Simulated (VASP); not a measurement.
Wanted: the native input for a VASP 6.6.1 run.

* Task: single point
* Functional: PBEsol
* Potentials or basis: VASP PAW PBE potentials, release 64 (Ti_sv, Al)
* Cutoff: 520 eV
* k mesh: 18 × 18 × 6
* Occupations: gaussian, width 0.1 eV
* Spin: no spin polarisation
* Dipole correction: no
* Further INCAR settings: ALGO = Fast; EDIFF = 1e-06; NBANDS = 28

The structure of Ti3Al (sol) lies in POSCAR:

```
Ti3Al
1.0
    2.8953889948      0.0000000000      0.0000000000
   -1.4476944974      2.5074804233      0.0000000000
    0.0000000000      0.0000000000      9.1383221247
Ti Al
3 1
Direct
    0.6666666667      0.3333333333      0.0000000000
    0.3333333333      0.6666666667      0.7511775950
    0.3333333333      0.6666666667      0.2488224050
    0.6666666667      0.3333333333      0.5000000000
```

One way to write it, as run:

INCAR

```
ALGO     = Fast           # electronic algorithm
EDIFF    = 1E-6           # SCF threshold, eV
ENCUT    = 520            # plane-wave cutoff, eV
GGA      = PS             # functional
ISIF     = 2              # what is computed and relaxed
ISMEAR   = 0              # smearing method
LASPH    = T              # aspherical terms in the spheres
LCHARG   = T              # write CHGCAR
LELF     = T              # ELF
LREAL    = F              # projectors in reciprocal space
LVHAR    = T            
LWAVE    = F              # write WAVECAR
NBANDS   = 28             # bands
NELM     = 100            # most SCF steps
PREC     = Accurate       # precision mode
SIGMA    = 0.1            # smearing width, eV
```

KPOINTS

```
k-points
0
Gamma
  18 18 6
```

Potentials or basis: VASP PAW PBE potentials, release 64 (Ti_sv, Al).

Run with:

```bash
$ cat potpaw_PBE.64/Ti_sv/POTCAR potpaw_PBE.64/Al/POTCAR > POTCAR
$ mpirun -np 1 vasp_std > vasp.out
```

Results of the run:

The pressure is -0.1 GPa. The largest force is 0.013 eV/Å.

Caveat: the PAW data sets were made with another functional, which shifts forces and pressure a little.

Run time: 8.8 min on 1 thread of Intel(R) Xeon(R) Platinum 8488C (Sapphire Rapids), on a shared host, peak memory 0.36 GiB.
